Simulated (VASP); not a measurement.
A run of VASP 6.6.1 is set up as follows.

Contents of INCAR:

```
PREC = Accurate ; ENCUT = 600
EDIFF = 1E-6 ; ISMEAR = -1
SIGMA = 0.05 ; LREAL = False
LASPH = True ; NELM = 60
ALGO = Normal ; ISIF = 3
LWAVE = False ; LCHARG = False
GGA = RE ; IVDW = 12
IBRION = 2 ; NSW = 60
EDIFFG = -0.01
```

File KPOINTS:

```
Automatic mesh
0
Gamma
  8 8 8
```

Contents of POSCAR:

```
InP
1.0
    0.0000000000      2.9305000000      2.9305000000
    2.9305000000      0.0000000000      2.9305000000
    2.9305000000      2.9305000000      0.0000000000
In P
1 1
Direct
    0.0000000000      0.0000000000      0.0000000000
    0.7500000000      0.7500000000      0.7500000000
```

Potentials or basis: VASP PAW PBE potentials, release 64 (In_d, P).

Run with:

```bash
$ cat potpaw_PBE.64/In_d/POTCAR potpaw_PBE.64/P/POTCAR > POTCAR
$ mpirun -np 1 vasp_std > vasp.out
```

Problem. Predict the band gap on the k mesh.

Solution. 0.78 eV.

Problem. What does it give for the dispersion energy per atom?

Solution. -0.586 eV.

The path:
```
step  energy change (eV)  largest force (eV/Å)  pressure (GPa)  volume (Å³)
   1              0.0000                0.0000            0.30        50.33
   2             -0.0002                0.0000           -0.15        50.68
   3             -0.0002                0.0000           -0.01        50.57
```

Caveat: the PAW data sets were made with another functional, which shifts forces and pressure a little; spin-orbit coupling is left out, which moves the levels of the heavy elements. Expect the measured gap to be larger: semilocal functionals such as revPBE lack the derivative discontinuity.
